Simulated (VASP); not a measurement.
# Ag (Fm-3m) in VASP: single point with LDA

Aim: the single point of Ag with LDA.

Everything below comes from runs of VASP 6.6.1. Logs are shortened: lines on timing, memory, paths and dates and some standing lists are left out, and cuts for length are marked.

## Step 1: The cell of the first run

The structure is cubic, space group Fm-3m (No. 225). Conventional cell: a = 4.086 Å, b = 4.086 Å, c = 4.086 Å, α = 90.00°, β = 90.00°, γ = 90.00°. Ag (site symmetry m-3m) has 12 Ag at 2.89 Å within 3.8 Å.

## Step 2: Single point, LDA

INCAR

```
PREC = Accurate
ENCUT = 500
EDIFF = 1E-6
ISMEAR = -1
SIGMA = 0.05
LREAL = F
LASPH = T
NELM = 120
ALGO = Normal
ISIF = 2
LWAVE = F
LCHARG = F
NBANDS = 12
GGA_COMPAT = F
```

KPOINTS

```
regular mesh
0
Gamma
  13 13 13
```

POSCAR

```
Ag
1.0
    2.8888850000      0.0000000000      0.0000000000
    1.4444425000      2.5018477986      0.0000000000
    1.4444425000      0.8339492662      2.3587647252
Ag
1
Direct
    0.0000000000      0.0000000000      0.0000000000
```

Potentials or basis: VASP PAW LDA potentials, release 64 (Ag).

Launch:

```sh
cat potpaw_LDA.64/Ag/POTCAR > POTCAR
mpirun -np 1 vasp_std > vasp.out
```

OUTCAR:

```text
PREC = Accurate
   ENCUT = 500
   EDIFF = 1E-6
   ISMEAR = -1
   LREAL = F
   LASPH = T
   NELM = 120
   ISIF = 2

 ion  position               nearest neighbor table
   1  0.000  0.000  0.000-

  LATTYP: Found a face centered cubic cell.
 ALAT       =     4.0855003471

  Lattice vectors:

 A1 = (   2.8888850000,   0.0000000000,   0.0000000000)
 A2 = (   1.4444425000,   2.5018477986,   0.0000000000)
 A3 = (   1.4444425000,   0.8339492662,   2.3587647252)

Analysis of symmetry for initial positions (statically):
=====================================================================
 Subroutine PRICEL returns:
 Original cell was already a primitive cell.

 Routine SETGRP: Setting up the symmetry group for a
 face centered cubic supercell.

 Subroutine GETGRP returns: Found 48 space group operations
 (whereof 48 operations were pure point group operations)
 out of a pool of 48 trial point group operations.

The static configuration has the point symmetry O_h .

Analysis of symmetry for dynamics (positions and initial velocities):
=====================================================================
 Subroutine PRICEL returns:
 Original cell was already a primitive cell.

 Routine SETGRP: Setting up the symmetry group for a
 face centered cubic supercell.

 Subroutine GETGRP returns: Found 48 space group operations
 (whereof 48 operations were pure point group operations)
 out of a pool of 48 trial point group operations.

The dynamic configuration has the point symmetry O_h .

 Subroutine INISYM returns: Found 48 space group operations
 (whereof 48 operations are pure point group operations),
 and found     1 'primitive' translations

----------------------------------------------------------------------------------------

                                     Primitive cell

  volume of cell :      17.0481

  direct lattice vectors                    reciprocal lattice vectors
     2.888885000  0.000000000  0.000000000     0.346154312 -0.199852285 -0.141316906
     1.444442500  2.501847799  0.000000000     0.000000000  0.399704571 -0.141316906
     1.444442500  0.833949266  2.358764725     0.000000000  0.000000000  0.423950718

  length of vectors
     2.888885000  2.888885000  2.888885000     0.423950718  0.423950718  0.423950718

  position of ions in fractional coordinates (direct lattice)
     0.000000000  0.000000000  0.000000000

  ion indices of the primitive-cell ions
   primitive index   ion index
                 1           1

----------------------------------------------------------------------------------------

 KPOINTS: regular mesh

Automatic generation of k-mesh.
 Grid dimensions read from file:
 generate k-points for:   13   13   13

 Generating k-lattice:

  Cartesian coordinates                     Fractional coordinates (reciprocal lattice)
     0.026627255 -0.015373253 -0.010870531     0.076923077  0.000000000 -0.000000000
     0.000000000  0.030746505 -0.010870531     0.000000000  0.076923077  0.000000000
     0.000000000  0.000000000  0.032611594     0.000000000  0.000000000  0.076923077

  Length of vectors
     0.032611594  0.032611594  0.032611594

  Shift w.r.t. Gamma in fractional coordinates (k-lattice)
     0.000000000  0.000000000  0.000000000

 Subroutine IBZKPT returns following result:
 ===========================================

 Found     84 irreducible k-points:

 Following reciprocal coordinates:
            Coordinates               Weight
  0.000000  0.000000  0.000000      1.000000
  0.076923  0.000000  0.000000      8.000000
  0.153846  0.000000  0.000000      8.000000
  0.230769  0.000000  0.000000      8.000000
  0.307692  0.000000  0.000000      8.000000
  0.384615  0.000000  0.000000      8.000000
[... 16 lines left out ...]
  0.384615  0.153846  0.000000     24.000000
  0.461538  0.153846  0.000000     24.000000
 [... further k-points ...]
   k-points           NKPTS =     84   k-points in BZ     NKDIM =     84   number of bands    NBANDS=     12
   number of dos      NEDOS =    301   number of ions     NIONS =      1
   total plane-waves  NPLWV =  13824
   dimension x,y,z NGX =    24 NGY =   24 NGZ =   24
   dimension x,y,z NGXF=    48 NGYF=   48 NGZF=   48
   ions per type =               1
   NGX,Y,Z   is equivalent  to a cutoff of  13.81, 13.81, 13.81 a.u.
   NGXF,Y,Z  is equivalent  to a cutoff of  27.62, 27.62, 27.62 a.u.
 SYSTEM =  unknown system
   PREC   = accura    normal or accurate (medium, high low for compatibility)
   ISTART =      0    job   : 0-new  1-cont  2-samecut
   ICHARG =      2    charge: 1-file 2-atom 10-const
   ISPIN  =      1    spin polarized calculation?
   LNONCOLLINEAR =      F non collinear calculations
   LSORBIT =      F    spin-orbit coupling
   LASPH  =      T    aspherical Exc in radial PAW
   ENCUT  =  500.0 eV  36.75 Ry    6.06 a.u.   5.27  5.27  5.27*2*pi/ulx,y,z
   NELM   =    120;   NELMIN=  2; NELMDL= -5     # of ELM steps
   EDIFF  = 0.1E-05   stopping-criterion for ELM
   LREAL  =      F    real-space projection
   EDIFFG = 0.1E-04   stopping-criterion for IOM
   NSW    =      0    number of steps for IOM
   IBRION =     -1    ionic relax: 0-MD 1-quasi-New 2-CG
   NFREE  =      0    steps in history (QN), initial steepest desc. (CG)
   ISIF   =      2    stress and relaxation
   ISYM   =      2    0-nonsym 1-usesym 2-fastsym
   POTIM  = 0.5000    time-step for ionic-motion
   TEBEG  =    0.0;   TEEND  =   0.0 temperature during run
   PSTRESS=    0.0 pullay stress
   NELECT =      11.0000    total number of electrons
   NUPDOWN=      -1.0000    fix difference up-down
   EMIN   =  10.00;   EMAX   =-10.00  energy-range for DOS
   EFERMI =   0.00;   METHOD = LEGACY
   ISMEAR =    -1;   SIGMA  =   0.05  broadening in eV -4-tet -1-fermi 0-gaus
   EFERMI_NEDOS =   21; number of points for ismear=-14 and -15
   IALGO  =     38    algorithm
   IMIX   =      4    mixing-type and parameters
     AMIX     =   0.40;   BMIX     =  1.00
     AMIX_MAG =   1.60;   BMIX_MAG =  1.00
  volume/ion in A,a.u.               =      17.05       115.05
  Fermi-wavevector in a.u.,A,eV,Ry     =   1.414644  2.673289 27.228216  2.001217
  Thomas-Fermi vector in A             =   2.536165
   LORBIT       =      0    0 simple, 1 ext, 2 COOP (PROOUT), +10 PAW based schemes
   GGA     = CA    functional components
   LHFCALC =     F    Hartree Fock is set to
   AEXX    =    0.0000 exact exchange contribution
   IVDW    =     0    specifies the selected vdW correction
   LEPSILON=     F    determine dielectric tensor
   LRPA    =     F    only Hartree local field effects (RPA)
 non-spin polarized calculation
  energy-cutoff  :      500.00
  volume of cell :       17.05
 maximum number of plane-waves:       444
 NGX is ok and might be reduce to    24
   NGX = 11   NGY = 11   NGZ = 11

 number of electron      10.9999999 magnetization

 Free energy of the ion-electron system (eV)
  ---------------------------------------------------
  ext. energy  EPLUGINS =         0.00000000
  ---------------------------------------------------
  free energy    TOTEN  =        -3.75861085 eV

  energy without entropy =       -3.75584640  energy(sigma->0) =       -3.75722863

 E-fermi :   8.3296     XC(G=0): -12.5853

 val. band max:        8.1822788129   @ k =  -0.4615   0.0769  -0.0000
 cond. band min:       8.3434798176   @ k =   0.4615   0.3077   0.0000
 fundamental gap:      0.1612010047
 Fermi energy:         8.3295910634

 k-point     1 :       0.0000    0.0000    0.0000
  band No.  band energies     occupation
      1       0.3194      2.00000
      2       3.3684      2.00000
      3       3.3684      2.00000
      4       3.3684      2.00000
      5       4.4226      2.00000
      6       4.4226      2.00000
      7      24.1706      0.00000
      8      27.6723      0.00000
      9      27.6723      0.00000
     10      27.6723      0.00000
     11      32.6932      0.00000
     12      33.6684      0.00000

 k-point     2 :       0.0769    0.0000    0.0000
  band No.  band energies     occupation
      1       0.5036      2.00000
      2       3.3266      2.00000
      3       3.4192      2.00000
      4       3.4192      2.00000
      5       4.4037      2.00000
      6       4.4037      2.00000
      7      24.1817      0.00000
      8      26.2849      0.00000
      9      27.7479      0.00000
     10      27.7479      0.00000
     11      32.4085      0.00000
     12      33.4215      0.00000

 k-point     3 :       0.1538    0.0000    0.0000
  band No.  band energies     occupation
      1       1.0119      2.00000
      2       3.2615      2.00000
      3       3.5300      2.00000
      4       3.5300      2.00000
      5       4.3890      2.00000
      6       4.3890      2.00000
      7      22.8578      0.00000
      8      25.0979      0.00000
      9      27.8839      0.00000
     10      27.8839      0.00000
     11      31.1795      0.00000
     12      32.5955      0.00000
[... 286 lines left out ...]
 k-point    23 :       0.3846    0.1538    0.0000
  band No.  band energies     occupation
      1       2.1926      2.00000
      2       3.2556      2.00000
      3       3.5540      2.00000
      4       3.8393      2.00000
      5       5.1179      2.00000
      6       6.1659      2.00000
      7      16.4868      0.00000
      8      23.4111      0.00000
      9      23.4487      0.00000
     10      25.2624      0.00000
     11      32.1202      0.00000
     12      33.2411      0.00000

 k-point    24 :       0.4615    0.1538    0.0000
  band No.  band energies     occupation
      1       2.1270      2.00000
      2       3.1752      2.00000
      3       3.7451      2.00000
      4       3.9703      2.00000
      5       5.2504      2.00000
      6       7.7786      1.99997
      7      13.7880      0.00000
      8      22.4217      0.00000
      9      23.4962      0.00000
     10      24.6877      0.00000
     11      32.9878      0.00000
     12      33.0611      0.00000

 [... further k-points ...]
[... 5 lines left out ...]
  --------------------------------------------------------------------------------------
  -------------------------------------------------------------------------------------
  Total       -0.7786486     -0.7786486     -0.7786486      0.0000000     -0.0000000     -0.0000000
  in kB      -73.1772940    -73.1772940    -73.1772940      0.0000000     -0.0000000     -0.0000000
  external PRESSURE =     -73.1772940 kB  Pullay stress =       0.0000000 kB

 VOLUME and BASIS-vectors are now :
 -----------------------------------------------------------------------------
  energy-cutoff  :      500.00
  volume of cell :       17.05
      direct lattice vectors                 reciprocal lattice vectors
     2.888885000  0.000000000  0.000000000     0.346154312 -0.199852285 -0.141316906
     1.444442500  2.501847799  0.000000000     0.000000000  0.399704571 -0.141316906
     1.444442500  0.833949266  2.358764725     0.000000000  0.000000000  0.423950718

 POSITION                                       TOTAL-FORCE (eV/Angst)
 -----------------------------------------------------------------------------------
      0.00000      0.00000      0.00000        -0.000000      0.000000      0.000000
 -----------------------------------------------------------------------------------
    total drift:                                0.000000     -0.000000      0.000000

  FREE ENERGIE OF THE ION-ELECTRON SYSTEM (eV)
  ---------------------------------------------------
  free  energy   TOTEN  =        -3.7586108524 eV

  energy  without entropy=       -3.7558464000  energy(sigma->0) =       -3.75722863
```

It took 7.8 s on 1 thread of Intel Xeon Platinum 8488C (Sapphire Rapids), shared host; peak memory 0.13 GiB.

Results:

| Property | Result |
| --- | --- |
| Free energy | -3.7586 eV |
| Pressure | -7.3 GPa |
| Band gap on the k mesh | zero (an odd number of electrons rules out a gap without spin polarisation) |

Caveat: the cell stands under tension.
